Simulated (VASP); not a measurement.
# LiNbO3 (R3c) in VASP: relaxation of cell and atoms with PBE

Aim: the relaxation of cell and atoms of LiNbO3 with PBE.

Program: VASP 6.6.1. These are calculated values, not measurements. Logs are shortened: lines on timing, memory, paths and dates and some standing lists are left out, and cuts for length are marked.

### Step 1. The cell of the first run

The structure is trigonal, space group R3c (No. 161). The conventional cell has a = 5.151 Å, b = 5.151 Å, c = 13.865 Å, α = 90.00°, β = 90.00°, γ = 120.00°. Li (site symmetry 3) has 6 O at 2.07 to 2.24 Å within 2.7 Å. Within 2.5 Å of Nb (site symmetry 3) lie 6 O at 1.88 to 2.12 Å. O (site symmetry 1) has 2 Nb at 1.88 to 2.12 Å and 2 Li at 2.07 to 2.24 Å within 2.5 Å.

### Step 2. Relaxation of cell and atoms, PBE

Contents of INCAR:

```
SYSTEM = LiNbO3
PREC = Accurate
ENCUT = 600
EDIFF = 1E-6
ISMEAR = 0
SIGMA = 0.01
LREAL = .FALSE.
LASPH = .TRUE.
NELM = 100
ALGO = Normal
ISIF = 3
LWAVE = .FALSE.
LCHARG = .FALSE.
GGA = PE
IBRION = 2
NSW = 80
EDIFFG = -0.002
```

Contents of KPOINTS:

```
Automatic mesh
0
G
  4 4 4
  0 0 0
```

Contents of POSCAR:

```
LiNbO3
1.0
    2.5756485575      1.4870513880      4.6218000000
   -2.5756485575      1.4870513880      4.6218000000
    0.0000000000     -2.9741027760      4.6218000000
Li Nb O
2 2 6
Direct
    0.3021000000      0.3021000000      0.3021000000
    0.8021000000      0.8021000000      0.8021000000
    0.0192000000      0.0192000000      0.0192000000
    0.5192000000      0.5192000000      0.5192000000
    0.1311000000      0.3783000000      0.7405000000
    0.7405000000      0.1311000000      0.3783000000
    0.3783000000      0.7405000000      0.1311000000
    0.2405000000      0.8783000000      0.6311000000
    0.8783000000      0.6311000000      0.2405000000
    0.6311000000      0.2405000000      0.8783000000
```

Potentials or basis: VASP PAW PBE potentials, release 64 (Li_sv, Nb_sv, O).

Run with:

```console
$ cat potpaw_PBE.64/Li_sv/POTCAR potpaw_PBE.64/Nb_sv/POTCAR potpaw_PBE.64/O/POTCAR > POTCAR
$ mpirun -np 1 vasp_std > vasp.out
```

OUTCAR:

```text
SYSTEM = LiNbO3
   PREC = Accurate
   ENCUT = 600
   EDIFF = 1E-6
   ISMEAR = 0
   LREAL = .FALSE.
   LASPH = .TRUE.
   NELM = 100
   ISIF = 3
   GGA = PE
   IBRION = 2
   NSW = 80
   EDIFFG = -0.002

 ion  position               nearest neighbor table
   1  0.302  0.302  0.302-   8 2.07  10 2.07   9 2.07   5 2.24   7 2.24   6 2.24
   2  0.802  0.802  0.802-   7 2.07   6 2.07   5 2.07   9 2.24   8 2.24  10 2.24
   3  0.019  0.019  0.019-   5 1.88   6 1.88   7 1.88   9 2.12   8 2.12  10 2.12
   4  0.519  0.519  0.519-   9 1.88  10 1.88   8 1.88   5 2.12   7 2.12   6 2.12
   5  0.131  0.378  0.740-   3 1.88   2 2.07   4 2.12   1 2.24
   6  0.740  0.131  0.378-   3 1.88   2 2.07   4 2.12   1 2.24
   7  0.378  0.740  0.131-   3 1.88   2 2.07   4 2.12   1 2.24
   8  0.240  0.878  0.631-   4 1.88   1 2.07   3 2.12   2 2.24
   9  0.878  0.631  0.240-   4 1.88   1 2.07   3 2.12   2 2.24
  10  0.631  0.240  0.878-   4 1.88   1 2.07   3 2.12   2 2.24

  LATTYP: Found a trigonal (rhomboedric) cell.
 ALAT       =     5.4960278895
 COS(alpha) =     0.5607564954

  Lattice vectors:

 A1 = (   2.5756485575,   1.4870513880,   4.6218000000)
 A2 = (  -2.5756485575,   1.4870513880,   4.6218000000)
 A3 = (   0.0000000000,  -2.9741027760,   4.6218000000)

Analysis of symmetry for initial positions (statically):
=====================================================================
 Subroutine PRICEL returns:
 Original cell was already a primitive cell.

 Routine SETGRP: Setting up the symmetry group for a
 trigonal (rhombohedral) supercell.

 Subroutine GETGRP returns: Found  6 space group operations
 (whereof  3 operations were pure point group operations)
 out of a pool of 12 trial point group operations.

The static configuration has the point symmetry C_3 .
 The point group associated with its full space group is C_3v.

Analysis of symmetry for dynamics (positions and initial velocities):
=====================================================================
 Subroutine PRICEL returns:
 Original cell was already a primitive cell.

 Routine SETGRP: Setting up the symmetry group for a
 trigonal (rhombohedral) supercell.

 Subroutine GETGRP returns: Found  6 space group operations
 (whereof  3 operations were pure point group operations)
 out of a pool of 12 trial point group operations.

The dynamic configuration has the point symmetry C_3 .
 The point group associated with its full space group is C_3v.

 Subroutine INISYM returns: Found  6 space group operations
 (whereof  3 operations are pure point group operations),
 and found     1 'primitive' translations

----------------------------------------------------------------------------------------

                                     Primitive cell

  volume of cell :     106.2123

  direct lattice vectors                    reciprocal lattice vectors
     2.575648558  1.487051388  4.621800000     0.194125863  0.112078619  0.072121973
    -2.575648558  1.487051388  4.621800000    -0.194125863  0.112078619  0.072121973
     0.000000000 -2.974102776  4.621800000     0.000000000 -0.224157239  0.072121973

  length of vectors
     5.496027890  5.496027890  5.496027890     0.235474089  0.235474089  0.235474089

  position of ions in fractional coordinates (direct lattice)
     0.302100000  0.302100000  0.302100000
     0.802100000  0.802100000  0.802100000
     0.019200000  0.019200000  0.019200000
     0.519200000  0.519200000  0.519200000
     0.131100000  0.378300000  0.740500000
     0.740500000  0.131100000  0.378300000
     0.378300000  0.740500000  0.131100000
     0.240500000  0.878300000  0.631100000
     0.878300000  0.631100000  0.240500000
     0.631100000  0.240500000  0.878300000

  ion indices of the primitive-cell ions
   primitive index   ion index
                 1           1
                 2           2
                 3           3
                 4           4
                 5           5
                 6           6
                 7           7
                 8           8
                 9           9
                10          10

----------------------------------------------------------------------------------------

 KPOINTS: Automatic mesh

Automatic generation of k-mesh.
 Grid dimensions read from file:
 generate k-points for:    4    4    4

 Generating k-lattice:

  Cartesian coordinates                     Fractional coordinates (reciprocal lattice)
     0.048531466  0.028019655  0.018030493     0.250000000  0.000000000  0.000000000
    -0.048531466  0.028019655  0.018030493     0.000000000  0.250000000  0.000000000
     0.000000000 -0.056039310  0.018030493     0.000000000  0.000000000  0.250000000

  Length of vectors
     0.058868522  0.058868522  0.058868522

  Shift w.r.t. Gamma in fractional coordinates (k-lattice)
     0.000000000  0.000000000  0.000000000

 Subroutine IBZKPT returns following result:
 ===========================================

 Found     13 irreducible k-points:

 Following reciprocal coordinates:
            Coordinates               Weight
  0.000000  0.000000  0.000000      1.000000
  0.250000  0.000000  0.000000      6.000000
  0.500000  0.000000  0.000000      3.000000
  0.250000  0.250000  0.000000      6.000000
  0.500000  0.250000  0.000000     12.000000
 -0.250000  0.250000  0.000000      6.000000
  0.500000  0.500000  0.000000      3.000000
  0.250000  0.250000  0.250000      2.000000
  0.500000  0.250000  0.250000      6.000000
 -0.250000  0.250000  0.250000      6.000000
  0.500000  0.500000  0.250000      6.000000
 -0.250000  0.500000  0.250000      6.000000
  0.500000  0.500000  0.500000      1.000000
   k-points           NKPTS =     13   k-points in BZ     NKDIM =     13   number of bands    NBANDS=     40
   number of dos      NEDOS =    301   number of ions     NIONS =     10
   total plane-waves  NPLWV = 110592
   dimension x,y,z NGX =    48 NGY =   48 NGZ =   48
   dimension x,y,z NGXF=    96 NGYF=   96 NGZF=   96
   ions per type =               2   2   6
   NGX,Y,Z   is equivalent  to a cutoff of  14.52, 14.52, 14.52 a.u.
   NGXF,Y,Z  is equivalent  to a cutoff of  29.04, 29.04, 29.04 a.u.
 SYSTEM =  LiNbO3
   PREC   = accura    normal or accurate (medium, high low for compatibility)
   ISTART =      0    job   : 0-new  1-cont  2-samecut
   ICHARG =      2    charge: 1-file 2-atom 10-const
   ISPIN  =      1    spin polarized calculation?
   LNONCOLLINEAR =      F non collinear calculations
   LSORBIT =      F    spin-orbit coupling
   LASPH  =      T    aspherical Exc in radial PAW
   ENCUT  =  600.0 eV  44.10 Ry    6.64 a.u.  10.98 10.98 10.98*2*pi/ulx,y,z
   NELM   =    100;   NELMIN=  2; NELMDL= -5     # of ELM steps
   EDIFF  = 0.1E-05   stopping-criterion for ELM
   LREAL  =      F    real-space projection
   EDIFFG = -.2E-02   stopping-criterion for IOM
   NSW    =     80    number of steps for IOM
   IBRION =      2    ionic relax: 0-MD 1-quasi-New 2-CG
   NFREE  =      1    steps in history (QN), initial steepest desc. (CG)
   ISIF   =      3    stress and relaxation
   ISYM   =      2    0-nonsym 1-usesym 2-fastsym
   POTIM  = 0.5000    time-step for ionic-motion
   TEBEG  =    0.0;   TEEND  =   0.0 temperature during run
   PSTRESS=    0.0 pullay stress
   NELECT =      68.0000    total number of electrons
   NUPDOWN=      -1.0000    fix difference up-down
   EMIN   =  10.00;   EMAX   =-10.00  energy-range for DOS
   EFERMI =   0.00;   METHOD = LEGACY
   ISMEAR =     0;   SIGMA  =   0.01  broadening in eV -4-tet -1-fermi 0-gaus
   EFERMI_NEDOS =   21; number of points for ismear=-14 and -15
   IALGO  =     38    algorithm
   IMIX   =      4    mixing-type and parameters
     AMIX     =   0.40;   BMIX     =  1.00
     AMIX_MAG =   1.60;   BMIX_MAG =  1.00
  volume/ion in A,a.u.               =      10.62        71.68
  Fermi-wavevector in a.u.,A,eV,Ry     =   1.410976  2.666357 27.087184  1.990852
  Thomas-Fermi vector in A             =   2.532874
   LORBIT       =      0    0 simple, 1 ext, 2 COOP (PROOUT), +10 PAW based schemes
   GGA     = PE    functional components
   LHFCALC =     F    Hartree Fock is set to
   AEXX    =    0.0000 exact exchange contribution
   IVDW    =     0    specifies the selected vdW correction
   LEPSILON=     F    determine dielectric tensor
   LRPA    =     F    only Hartree local field effects (RPA)
 conjugate gradient relaxation of ions
 non-spin polarized calculation
 Gauss-broadening in eV      SIGMA  =   0.01
  energy-cutoff  :      600.00
  volume of cell :      106.21
 maximum number of plane-waves:      3559
 NGX is ok and might be reduce to    48
   NGX = 21   NGY = 21   NGZ = 21

--------------------------------------- Ionic step        1  -------------------------------------------

 number of electron      67.9999998 magnetization

 Free energy of the ion-electron system (eV)
  ---------------------------------------------------
  ext. energy  EPLUGINS =         0.00000000
  ---------------------------------------------------
  free energy    TOTEN  =       -80.02134727 eV

  energy without entropy =      -80.02134727  energy(sigma->0) =      -80.02134727

------------------------ aborting loop because EDIFF is reached ----------------------------------------

  FORCE on cell =-STRESS in cart. coord.  units (eV):
  Direction    XX          YY          ZZ          XY          YZ          ZX
  --------------------------------------------------------------------------------------
  -------------------------------------------------------------------------------------
  Total        2.6297915      2.6297915      2.6593580      0.0000000      0.0000000      0.0000000
  in kB       39.6695173     39.6695173     40.1155179      0.0000000      0.0000000      0.0000000
  external PRESSURE =      39.8181842 kB  Pullay stress =       0.0000000 kB
[... 113 lines left out ...]
  FREE ENERGIE OF THE ION-ELECTRON SYSTEM (eV)
  ---------------------------------------------------
  free  energy   TOTEN  =       -80.0446364134 eV

  energy  without entropy=      -80.0446364134  energy(sigma->0) =      -80.04463641

[... ionic steps 4 to 28 ...]

--------------------------------------- Ionic step       29  -------------------------------------------

 number of electron      67.9999990 magnetization

------------------------ aborting loop because EDIFF is reached ----------------------------------------

  FORCE on cell =-STRESS in cart. coord.  units (eV):
  Direction    XX          YY          ZZ          XY          YZ          ZX
  --------------------------------------------------------------------------------------
  -------------------------------------------------------------------------------------
  Total        0.0130137      0.0130137      0.0242947      0.0000000      0.0000000     -0.0000000
  in kB        0.1922170      0.1922170      0.3588409      0.0000000      0.0000000     -0.0000000
  external PRESSURE =       0.2477583 kB  Pullay stress =       0.0000000 kB
[... 73 lines left out ...]
  energy  without entropy=      -80.0494359112  energy(sigma->0) =      -80.04943591

--------------------------------------- Ionic step       31  -------------------------------------------

 number of electron      67.9999990 magnetization

 Free energy of the ion-electron system (eV)
  ---------------------------------------------------
  ext. energy  EPLUGINS =         0.00000000
  ---------------------------------------------------
  free energy    TOTEN  =       -80.04943657 eV

  energy without entropy =      -80.04943657  energy(sigma->0) =      -80.04943657

 E-fermi :   3.4255     XC(G=0): -10.6913

 val. band max:        3.3567041539   @ k =   0.0000   0.0000   0.0000
 cond. band min:       6.9024037150   @ k =   0.5000   0.2500   0.0000
 fundamental gap:      3.5456995610
 Fermi energy:         3.4254741350

 k-point     1 :       0.0000    0.0000    0.0000
  band No.  band energies     occupation
      1     -50.8721      2.00000
      2     -50.8585      2.00000
      3     -39.2857      2.00000
      4     -39.2833      2.00000
      5     -27.1472      2.00000
      6     -27.1472      2.00000
[... 585 lines left out ...]
  FREE ENERGIE OF THE ION-ELECTRON SYSTEM (eV)
  ---------------------------------------------------
  free  energy   TOTEN  =       -80.0494365672 eV

  energy  without entropy=      -80.0494365672  energy(sigma->0) =      -80.04943657

 reached required accuracy - stopping structural energy minimisation
```

Run time: 26 min. Hardware: 1 thread of Intel Xeon 8259CL, shared host; peak memory 0.37 GiB.

Results:

- Free energy: -80.0494 eV
- Relaxed volume: 10.85 Å³/atom
- Relaxed cell: a = 5.542 Å, b = 5.542 Å, c = 5.542 Å, α = 55.74°, β = 55.74°, γ = 55.74°
- Space group after relaxing (to 0.1 Å): R3c (No. 161)
- Energy gained by relaxing: 2.8 meV/atom
- Ionic steps: 31
- Pressure after relaxing: 0.0 GPa
- Band gap on the k mesh: 3.55 eV (least direct gap 3.56 eV)

The path:
```
step  energy change (eV)  largest force (eV/Å)  pressure (GPa)  volume (Å³)
   1              0.0000                0.1978            3.98       106.21
   2              0.0191                0.4403           -4.62       110.32
   3             -0.0233                0.1747            0.14       107.93
   4             -0.0274                0.0673            0.04       108.31
   5             -0.0279                0.0137            0.03       108.49
   6             -0.0279                0.0148            0.01       108.51
   7             -0.0280                0.0100           -0.05       108.53
   8             -0.0280                0.0078           -0.10       108.55
   9             -0.0280                0.0088            0.07       108.46
  10             -0.0281                0.0062            0.02       108.50
  11             -0.0281                0.0072            0.03       108.50
  12             -0.0281                0.0069           -0.02       108.52
  13             -0.0281                0.0067           -0.02       108.51
  14             -0.0281                0.0062           -0.02       108.51
  15             -0.0281                0.0066            0.00       108.49
  16             -0.0281                0.0061            0.02       108.46
  17             -0.0281                0.0055            0.00       108.47
  18             -0.0281                0.0060           -0.04       108.49
  19             -0.0281                0.0057           -0.05       108.49
  20             -0.0281                0.0045           -0.04       108.49
  21             -0.0281                0.0045           -0.03       108.49
  22             -0.0281                0.0041           -0.03       108.48
  23             -0.0281                0.0031           -0.02       108.48
  24             -0.0281                0.0039           -0.01       108.48
  25             -0.0281                0.0028           -0.02       108.48
  26             -0.0281                0.0014           -0.02       108.48
  27             -0.0281                0.0027            0.03       108.47
  28             -0.0281                0.0029            0.03       108.47
  29             -0.0281                0.0022            0.02       108.47
  30             -0.0281                0.0013            0.02       108.48
  31             -0.0281                0.0013           -0.02       108.49
```

Final structure:
```
Li Nb O
1.0
     2.59094    1.49588    4.66541
    -2.59094    1.49588    4.66541
     0.00000   -2.99177    4.66541
Li Nb O
2 2 6
Direct
  0.30158 0.30158 0.30158
  0.80158 0.80158 0.80158
  0.02010 0.02010 0.02010
  0.52010 0.52010 0.52010
  0.13013 0.37854 0.74085
  0.74085 0.13013 0.37854
  0.37854 0.74085 0.13013
  0.24085 0.87854 0.63013
  0.87854 0.63013 0.24085
  0.63013 0.24085 0.87854
```

Caveat: the cutoff is under 1.25 times the usual one of these potentials, so pressure, stress and relaxed cells hold a basis-set (Pulay) error. A k mesh can miss the band edges.
